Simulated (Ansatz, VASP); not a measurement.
## Two plane-wave programs on As

POSCAR

```
As
1.0
    1.7857619846      1.0310101625      3.4857700000
   -1.7857619846      1.0310101625      3.4857700000
    0.0000000000     -2.0620203251      3.4857700000
As
2
Direct
    0.2275400000      0.2275400000      0.2275400000
    0.7724600000      0.7724600000      0.7724600000
```

File INCAR.step1:

```
SYSTEM = As
PREC = Accurate
ENCUT = 520
ISMEAR = 0
SIGMA = 0.15
LREAL = .FALSE.
LASPH = .TRUE.
NELM = 100
NBANDS = 12
GGA = PE
ALGO = Normal
EDIFF = 1E-4
LWAVE = .TRUE.
LCHARG = .FALSE.
```

INCAR.step2

```
SYSTEM = As
PREC = Accurate
ENCUT = 520
EDIFF = 1E-6
ISMEAR = 0
SIGMA = 0.15
LREAL = .FALSE.
LASPH = .TRUE.
NELM = 100
ALGO = Normal
ISIF = 2
LWAVE = .FALSE.
LCHARG = .TRUE.
METAGGA = R2SCAN
LMIXTAU = .TRUE.
LELF = .TRUE.
LVHAR = .TRUE.
NBANDS = 12
ISTART = 1
```

KPOINTS

```
Automatic mesh
0
G
  15 15 15
  0 0 0
```

Input for Ansatz:

```yaml
crystal:
  lattice:
    - [1.7857619846, 1.0310101625, 3.48577]
    - [-1.7857619846, 1.0310101625, 3.48577]
    - [0.0, -2.0620203251, 3.48577]
  atoms:
    - { symbol: As, position: [0.22754, 0.22754, 0.22754] }
    - { symbol: As, position: [0.77246, 0.77246, 0.77246] }
basis:
  ecutwfc: 500
kpoints:
  mp_grid: { grid: [15, 15, 15] }
hamiltonian:
  xc: r2scan
scf:
  occupations: { method: gaussian, width: 0.15 }
output:
  forces: true
  stress: true
  eigenvalues: true
```

Change from the starting cell: strain -0.0500 x Voigt [1, 1, 0, 0, 0, 0], atoms carried along.

Alike in both runs: task single point; functional r2SCAN; k mesh 15 × 15 × 15; occupations gaussian, width 0.15 eV; no spin polarisation.

|  | VASP | Ansatz |
| --- | --- | --- |
| version | VASP 6.6.1 | Ansatz 0.2.0 |
| potentials or method | VASP PAW PBE potentials, release 64 (As), cutoff 520 eV | scalar-relativistic, plane waves, PAW |
| valence electrons in the cell | 10 | 30 |

VASP gave:

```
gap on the k mesh at the Fermi level (eV)                     : none
pressure (GPa)                                                : 13.2
traceless stress, the component that is largest in VASP (GPa) : -3.07
rms of the force components (eV/Å)                            : 0.418
```

Task: What did Ansatz give for the same quantities?

Result: gap on the k mesh at the Fermi level (eV): none; pressure (GPa): 13.0; traceless stress, the component that is largest in VASP (GPa): -3.04; rms of the force components (eV/Å): 0.379.

VASP's potentials were made for PBE, not for r2SCAN. Atom by atom the forces differ by 0.039 eV/Å (rms over components). A gap of «none» marks a metal or a gap that the smearing closes. VASP's potentials hold 10 valence electrons a cell and Ansatz's 30, so a difference there can come from the potentials and not from the codes.
